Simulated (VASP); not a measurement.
Crystal: Ta.

```xyz
1
Lattice="0.0000 2.0924 2.0924 2.0924 0.0000 2.0924 2.0924 2.0924 0.0000" Properties=species:S:1:pos:R:3 pbc="T T T"
Ta    0.0000    0.0000    0.0000
```

* Program: VASP 6.6.1
* Task: relaxation of cell and atoms
* Functional: PBE
* Potentials or basis: VASP PAW PBE potentials, release 64 (Ta_pv)
* Cutoff: 600 eV
* k mesh: 17 × 17 × 17
* Occupations: fermi-dirac, width 0.05 eV
* Spin: no spin polarisation

At the start: pressure 5.5 GPa; volume 18.32 Å³/atom.

Q: Where does the relaxation end?

A: Over 4 steps the energy falls by 8.5 meV/atom and the volume is 18.83 Å³/atom (+2.8 %); space group Fm-3m (No. 225, to 0.05 Å).

Step by step:
```csv
step,energy change (eV),largest force (eV/Å),pressure (GPa),volume (Å³)
1,0.0000,0.0000,5.53,18.32
2,0.0346,0.0000,-10.73,20.05
3,-0.0085,0.0000,-0.11,18.84
4,-0.0085,0.0000,0.00,18.83
```

Final structure:
```cif
data_structure
_symmetry_space_group_name_H-M 'P 1'
_symmetry_Int_Tables_number 1
_cell_length_a 2.9861
_cell_length_b 2.9861
_cell_length_c 2.9861
_cell_angle_alpha 60.000
_cell_angle_beta 60.000
_cell_angle_gamma 60.000
_cell_volume 18.83
loop_
_atom_site_label
_atom_site_type_symbol
_atom_site_fract_x
_atom_site_fract_y
_atom_site_fract_z
_atom_site_occupancy
Ta1 Ta 0.00000 0.00000 0.00000 1
```
